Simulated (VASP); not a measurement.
# HfCl6 (Pm-3m) in VASP: further runs

HfCl6 is run at these levels: PBE; tasks: single point.

Everything below comes from runs of VASP 6.6.1. Logs are shortened: lines on timing, memory, paths and dates and some standing lists are left out, and cuts for length are marked.

### Step 1. The cell of the first run

Symmetry: Pm-3m, No. 221, cubic system. The conventional cell has a = 5.782 Å, b = 5.782 Å, c = 5.782 Å, α = 90.00°, β = 90.00°, γ = 90.00°. Within 5.6 Å of Hf (site symmetry m-3m) lie 24 Cl at 4.25 Å. Cl (site symmetry 4mm) has 5 Cl at 2.33 to 2.44 Å within 3.1 Å.

### Step 2. Single point, PBE

INCAR reads:

```
ALGO = Normal ; EDIFF = 1E-6
ENCUT = 520 ; GGA = PE
ISIF = 2 ; ISMEAR = 0
LASPH = True ; LCHARG = True
LELF = True ; LREAL = False
LVHAR = True ; LWAVE = False
NBANDS = 35 ; NELM = 80
PREC = Accurate ; SIGMA = 0.1
```

KPOINTS reads:

```
k-points
0
Gamma
  4 4 4
```

POSCAR reads:

```
HfCl6
1.0
    5.7822516900      0.0000000000      0.0000000000
    0.0000000000      5.7822516900      0.0000000000
    0.0000000000      0.0000000000      5.7822516900
Hf Cl
1 6
Direct
    0.0000000000      0.0000000000      0.0000000000
    0.2016845000      0.5000000000      0.5000000000
    0.5000000000      0.5000000000      0.7983155000
    0.5000000000      0.5000000000      0.2016845000
    0.5000000000      0.2016845000      0.5000000000
    0.5000000000      0.7983155000      0.5000000000
    0.7983155000      0.5000000000      0.5000000000
```

Potentials or basis: VASP PAW PBE potentials, release 64 (Hf_pv, Cl).

Launch:

```sh
$ cat potpaw_PBE.64/Hf_pv/POTCAR potpaw_PBE.64/Cl/POTCAR > POTCAR
$ mpirun -np 1 vasp_std > vasp.out
```

OUTCAR:

```text
EDIFF = 1E-6
   ENCUT = 520
   GGA = PE
   ISIF = 2
   ISMEAR = 0
   LASPH = True
   LREAL = False
   NELM = 80
   PREC = Accurate

 ion  position               nearest neighbor table
   1  0.000  0.000  0.000-
   2  0.202  0.500  0.500-   7 2.33   4 2.44   5 2.44   6 2.44   3 2.44
   3  0.500  0.500  0.798-   4 2.33   2 2.44   5 2.44   6 2.44   7 2.44
   4  0.500  0.500  0.202-   3 2.33   2 2.44   5 2.44   6 2.44   7 2.44
   5  0.500  0.202  0.500-   6 2.33   3 2.44   4 2.44   2 2.44   7 2.44
   6  0.500  0.798  0.500-   5 2.33   3 2.44   4 2.44   2 2.44   7 2.44
   7  0.798  0.500  0.500-   2 2.33   3 2.44   4 2.44   5 2.44   6 2.44

  LATTYP: Found a simple cubic cell.
 ALAT       =     5.7822516900

  Lattice vectors:

 A1 = (   5.7822516900,   0.0000000000,   0.0000000000)
 A2 = (   0.0000000000,   5.7822516900,   0.0000000000)
 A3 = (   0.0000000000,   0.0000000000,   5.7822516900)

Analysis of symmetry for initial positions (statically):
=====================================================================
 Subroutine PRICEL returns:
 Original cell was already a primitive cell.

 Routine SETGRP: Setting up the symmetry group for a
 simple cubic supercell.

 Subroutine GETGRP returns: Found 48 space group operations
[... 9 lines left out ...]

 Routine SETGRP: Setting up the symmetry group for a
 simple cubic supercell.

 Subroutine GETGRP returns: Found 48 space group operations
[... 11 lines left out ...]
                                     Primitive cell

  volume of cell :     193.3263

  direct lattice vectors                    reciprocal lattice vectors
     5.782251690  0.000000000  0.000000000     0.172943008  0.000000000  0.000000000
     0.000000000  5.782251690  0.000000000     0.000000000  0.172943008  0.000000000
     0.000000000  0.000000000  5.782251690     0.000000000  0.000000000  0.172943008

  length of vectors
     5.782251690  5.782251690  5.782251690     0.172943008  0.172943008  0.172943008

  position of ions in fractional coordinates (direct lattice)
     0.000000000  0.000000000  0.000000000
     0.201684500  0.500000000  0.500000000
     0.500000000  0.500000000  0.798315500
     0.500000000  0.500000000  0.201684500
     0.500000000  0.201684500  0.500000000
     0.500000000  0.798315500  0.500000000
     0.798315500  0.500000000  0.500000000

  ion indices of the primitive-cell ions
   primitive index   ion index
                 1           1
[... 63 lines left out ...]
   EDIFF  = 0.1E-05   stopping-criterion for ELM
   LREAL  =      F    real-space projection
   EDIFFG = 0.1E-04   stopping-criterion for IOM
   NSW    =      0    number of steps for IOM
   IBRION =     -1    ionic relax: 0-MD 1-quasi-New 2-CG
   NFREE  =      0    steps in history (QN), initial steepest desc. (CG)
   ISIF   =      2    stress and relaxation
   ISYM   =      2    0-nonsym 1-usesym 2-fastsym
   POTIM  = 0.5000    time-step for ionic-motion
   TEBEG  =    0.0;   TEEND  =   0.0 temperature during run
   PSTRESS=    0.0 pullay stress
   NELECT =      52.0000    total number of electrons
   NUPDOWN=      -1.0000    fix difference up-down
   EMIN   =  10.00;   EMAX   =-10.00  energy-range for DOS
   EFERMI =   0.00;   METHOD = LEGACY
   ISMEAR =     0;   SIGMA  =   0.10  broadening in eV -4-tet -1-fermi 0-gaus
   EFERMI_NEDOS =   21; number of points for ismear=-14 and -15
   IALGO  =     38    algorithm
   IMIX   =      4    mixing-type and parameters
     AMIX     =   0.40;   BMIX     =  1.00
     AMIX_MAG =   1.60;   BMIX_MAG =  1.00
  volume/ion in A,a.u.               =      27.62       186.38
  Fermi-wavevector in a.u.,A,eV,Ry     =   1.056766  1.996999 15.194374  1.116755
  Thomas-Fermi vector in A             =   2.192014
   LORBIT       =      0    0 simple, 1 ext, 2 COOP (PROOUT), +10 PAW based schemes
   GGA     = PE    functional components
   LHFCALC =     F    Hartree Fock is set to
   AEXX    =    0.0000 exact exchange contribution
   IVDW    =     0    specifies the selected vdW correction
   LEPSILON=     F    determine dielectric tensor
   LRPA    =     F    only Hartree local field effects (RPA)
 non-spin polarized calculation
 Gauss-broadening in eV      SIGMA  =   0.10
  energy-cutoff  :      520.00
  volume of cell :      193.33
 maximum number of plane-waves:      5248
 NGX is ok and might be reduce to    48
   NGX = 21   NGY = 21   NGZ = 21

 number of electron      52.0000006 magnetization

 Free energy of the ion-electron system (eV)
  ---------------------------------------------------
  ext. energy  EPLUGINS =         0.00000000
  ---------------------------------------------------
  free energy    TOTEN  =        -7.68734988 eV

  energy without entropy =       -7.62035713  energy(sigma->0) =       -7.65385350

 E-fermi :   2.4782     XC(G=0):  -8.2604

 val. band max:        2.4633810104   @ k =   0.2500   0.0000   0.0000
 cond. band min:       2.4834871591   @ k =   0.2500   0.0000   0.0000
 fundamental gap:      0.0201061488
 Fermi energy:         2.4781901828

 k-point     1 :       0.0000    0.0000    0.0000
  band No.  band energies     occupation
      1     -31.2865      2.00000
      2     -31.2865      2.00000
      3     -31.2865      2.00000
      4     -16.7179      2.00000
      5     -13.1421      2.00000
      6     -13.1421      2.00000
[... 369 lines left out ...]
     34       5.4470      0.00000
     35       5.4470      0.00000

------------------------ aborting loop because EDIFF is reached ----------------------------------------

  FORCE on cell =-STRESS in cart. coord.  units (eV):
  Direction    XX          YY          ZZ          XY          YZ          ZX
  --------------------------------------------------------------------------------------
  -------------------------------------------------------------------------------------
  Total       19.7221354     19.7221354     19.7221354      0.0000000     -0.0000000      0.0000000
  in kB      163.4457163    163.4457163    163.4457163      0.0000000     -0.0000000      0.0000000
  external PRESSURE =     163.4457163 kB  Pullay stress =       0.0000000 kB

 VOLUME and BASIS-vectors are now :
 -----------------------------------------------------------------------------
  energy-cutoff  :      520.00
  volume of cell :      193.33
      direct lattice vectors                 reciprocal lattice vectors
     5.782251690  0.000000000  0.000000000     0.172943008  0.000000000  0.000000000
     0.000000000  5.782251690  0.000000000     0.000000000  0.172943008  0.000000000
     0.000000000  0.000000000  5.782251690     0.000000000  0.000000000  0.172943008

 POSITION                                       TOTAL-FORCE (eV/Angst)
 -----------------------------------------------------------------------------------
      0.00000      0.00000      0.00000         0.000000      0.000000      0.000000
      1.16619      2.89113      2.89113        -5.166086      0.000000      0.000000
      2.89113      2.89113      4.61606         0.000000      0.000000      5.166086
      2.89113      2.89113      1.16619         0.000000      0.000000     -5.166086
      2.89113      1.16619      2.89113         0.000000     -5.166086      0.000000
      2.89113      4.61606      2.89113         0.000000      5.166086      0.000000
      4.61606      2.89113      2.89113         5.166086      0.000000      0.000000
 -----------------------------------------------------------------------------------
    total drift:                               -0.000000     -0.000000     -0.000000

  FREE ENERGIE OF THE ION-ELECTRON SYSTEM (eV)
  ---------------------------------------------------
  free  energy   TOTEN  =        -7.6873498770 eV

  energy  without entropy=       -7.6203571280  energy(sigma->0) =       -7.65385350
```

OSZICAR:

```text
N       E                     dE             d eps       ncg     rms          rms(c)
DAV:   1     0.369000941187E+03    0.36900E+03   -0.23842E+04   724   0.129E+03
DAV:   2     0.232144099503E+02   -0.34579E+03   -0.32749E+03   992   0.264E+02
DAV:   3    -0.133828657663E+02   -0.36597E+02   -0.35506E+02   839   0.837E+01
[... 14 lines left out ...]
DAV:  18    -0.768728774937E+01   -0.68423E-04   -0.89238E-05   712   0.277E-02    0.597E-02
DAV:  19    -0.768732883954E+01   -0.41090E-04   -0.37294E-05   782   0.154E-02    0.439E-02
DAV:  20    -0.768735429646E+01   -0.25457E-04   -0.24099E-05   726   0.156E-02    0.281E-02
DAV:  21    -0.768735003380E+01    0.42627E-05   -0.49165E-05   730   0.110E-02    0.427E-03
DAV:  22    -0.768734987702E+01    0.15678E-06   -0.19455E-06   588   0.367E-03
   1 F= -.76873499E+01 E0= -.76538535E+01  d E =-.669927E-01
```

Run time: 64 s. Hardware: 1 thread of Intel Xeon 6975P-C (Granite Rapids), shared host; peak memory 0.32 GiB.

What came out:

```
Free energy            : -7.6873 eV
Pressure               : 16.3 GPa
Largest force          : 5.166 eV/Å
Band gap on the k mesh : zero (band 26 reaches 2.51 eV, above the bottom of band 27 at 2.39 eV)
```

Forces in eV/Å, atoms in the order of the input:
```
Hf   0.000  0.000  0.000
Cl  -5.166  0.000  0.000
Cl   0.000  0.000  5.166
Cl   0.000  0.000 -5.166
Cl   0.000 -5.166  0.000
Cl   0.000  5.166  0.000
Cl   5.166  0.000  0.000
```

Caveat: spin-orbit coupling is left out, which moves the levels of the heavy elements; forces of over 1 eV/Å act on the atoms, so gaps and moduli don't describe the material at rest.

### Step 3. Single point, PBE

This run uses another cell than the first one, of 48.95 Å³/atom, 1.773 times its volume.

INCAR reads:

```
PREC = Accurate
ENCUT = 520
EDIFF = 1E-6
ISMEAR = 0
SIGMA = 0.1
LREAL = F
LASPH = T
NELM = 80
ALGO = Normal
ISIF = 2
LWAVE = F
LCHARG = T
GGA = PE
LELF = T
LVHAR = T
NBANDS = 35
```

KPOINTS reads:

```
regular mesh
0
Gamma
  4 4 4
```

POSCAR reads:

```
HfCl6
1.0
    6.9977695484      0.0000000000      0.0000000000
    0.0000000000      6.9977695484      0.0000000000
    0.0000000000      0.0000000000      6.9977695484
Hf Cl
1 6
Direct
    0.0000000000      0.0000000000      0.0000000000
    0.1508792180      0.5000000000      0.5000000000
    0.5000000000      0.5000000000      0.8491207820
    0.5000000000      0.5000000000      0.1508792180
    0.5000000000      0.1508792180      0.5000000000
    0.5000000000      0.8491207820      0.5000000000
    0.8491207820      0.5000000000      0.5000000000
```

Potentials or basis: VASP PAW PBE potentials, release 64 (Hf_pv, Cl).

Launch:

```sh
$ cat potpaw_PBE.64/Hf_pv/POTCAR potpaw_PBE.64/Cl/POTCAR > POTCAR
$ mpirun -np 1 vasp_std > vasp.out
```

Wall time 2.3 min (1 thread of Intel Xeon 6975P-C (Granite Rapids), shared host); peak memory 0.43 GiB.

It converged, with:

* Free energy: -14.5913 eV
* Pressure: -0.1 GPa
* Largest force: 0.128 eV/Å
* Band gap on the k mesh: zero (band 26 reaches -0.87 eV, above the bottom of band 27 at -0.91 eV)

Forces on the atoms (eV/Å):
```
Hf   0.000  0.000  0.000
Cl  -0.128  0.000  0.000
Cl   0.000  0.000  0.128
Cl   0.000  0.000 -0.128
Cl   0.000 -0.128  0.000
Cl   0.000  0.128  0.000
Cl   0.128  0.000  0.000
```

Levels at points of the mesh, in eV from the Fermi level:
| k point | band 21 | band 22 | band 23 | band 24 | band 25 | band 26 | band 27 | band 28 | band 29 | band 30 |
| --- | --- | --- | --- | --- | --- | --- | --- | --- | --- | --- |
| (0.00, 0.00, 0.00) | -2.42 | -1.59 | -1.18 | -1.18 | -1.18 | 0.00 | 0.00 | 0.16 | 0.16 | 0.16 |
| (0.50, 0.00, 0.00) | -1.87 | -1.71 | -1.71 | -1.45 | -1.18 | 0.02 | 0.04 | 0.15 | 0.17 | 0.17 |
| (0.50, 0.50, 0.00) | -1.78 | -1.71 | -1.71 | -1.65 | -1.41 | -0.02 | 0.03 | 0.07 | 0.13 | 0.17 |
| (0.50, 0.50, 0.50) | -1.91 | -1.65 | -1.65 | -1.65 | -1.44 | -0.75 | 0.06 | 0.06 | 0.15 | 0.15 |

Caveat: spin-orbit coupling is left out, which moves the levels of the heavy elements.

### Step 4. Single point, PBE

This run uses another cell than the first one, of 49.55 Å³/atom, 1.794 times its volume.

INCAR reads:

```
SYSTEM = HfCl6
PREC     = Accurate       ! precision mode
ENCUT    = 520            ! plane-wave cutoff, eV
EDIFF    = 1E-6           ! SCF threshold, eV
ISMEAR   = 0              ! smearing method
SIGMA    = 0.1            ! smearing width, eV
LREAL    = .FALSE.        ! projectors in reciprocal space
LASPH    = .TRUE.         ! aspherical terms in the spheres
NELM     = 100            ! most SCF steps
ALGO     = Normal         ! electronic algorithm
ISIF     = 2              ! what is computed and relaxed
LWAVE    = .FALSE.        ! write WAVECAR
LCHARG   = .TRUE.         ! write CHGCAR
GGA      = PE             ! functional
LELF     = .TRUE.         ! ELF
LVHAR    = .TRUE.       
NBANDS   = 35             ! bands
```

KPOINTS reads:

```
regular mesh
0
G
  6 6 6
  0 0 0
```

POSCAR reads:

```
HfCl6
1.0
    7.0259693274      0.0000000000      0.0000000000
    0.0000000000      7.0259693274      0.0000000000
    0.0000000000      0.0000000000      7.0259693274
Hf Cl
1 6
Direct
    0.0000000000      0.0000000000      0.0000000000
    0.1501661152      0.5000000000      0.5000000000
    0.5000000000      0.5000000000      0.8498338848
    0.5000000000      0.5000000000      0.1501661152
    0.5000000000      0.1501661152      0.5000000000
    0.5000000000      0.8498338848      0.5000000000
    0.8498338848      0.5000000000      0.5000000000
```

Launch:

```sh
$ cat potpaw_PBE.64/Hf_pv/POTCAR potpaw_PBE.64/Cl/POTCAR > POTCAR
$ mpirun -np 1 vasp_std > vasp.out
```

Wall time 5.3 min (1 thread of Intel Xeon Platinum 8488C (Sapphire Rapids), shared host); peak memory 0.51 GiB.

The run converged. Its results:

```
Free energy            : -14.5906 eV
Pressure               : -0.1 GPa
Largest force          : 0.118 eV/Å
Band gap on the k mesh : zero (band 26 reaches -0.91 eV, above the bottom of band 27 at -0.94 eV)
```

Forces on the atoms (eV/Å):
```
Hf   0.000  0.000  0.000
Cl  -0.118  0.000  0.000
Cl   0.000  0.000  0.118
Cl   0.000  0.000 -0.118
Cl   0.000 -0.118  0.000
Cl   0.000  0.118  0.000
Cl   0.118  0.000  0.000
```

Levels at points of the mesh, in eV from the Fermi level:
```tsv
k point	band 23	band 24	band 25	band 26	band 27	band 28
(0.00, 0.00, 0.00)	-1.22	-1.22	-1.22	0.00	0.00	0.16
(0.50, 0.00, 0.00)	-1.74	-1.46	-1.22	0.02	0.04	0.15
(0.50, 0.50, 0.00)	-1.74	-1.68	-1.42	-0.02	0.03	0.07
(0.50, 0.50, 0.50)	-1.68	-1.68	-1.45	-0.74	0.06	0.06
```

Caveat: spin-orbit coupling is left out, which moves the levels of the heavy elements.

### Step 5. The runs side by side

```tsv
cell	k mesh	gap on the mesh (eV)	pressure (GPa)	largest force (eV/Å)
a = 5.782 Å, 7 atoms	4 × 4 × 4	none	16.3	5.17
a = 6.998 Å, 7 atoms	4 × 4 × 4	none	-0.1	0.13
a = 7.026 Å, 7 atoms	6 × 6 × 6	none	-0.1	0.12
```

Alike in all rows: task single point; level PBE; potentials or basis VASP PAW PBE potentials, release 64 (Hf_pv, Cl); no spin polarisation; cutoff (eV) 520; smearing gaussian 0.1 eV.

Caveats: spin-orbit coupling is left out, which moves the levels of the heavy elements; forces of over 1 eV/Å act on the atoms, so gaps and moduli don't describe the material at rest (some runs).

Total energies depend on the potentials used, so only differences within one code and one set of settings carry meaning.
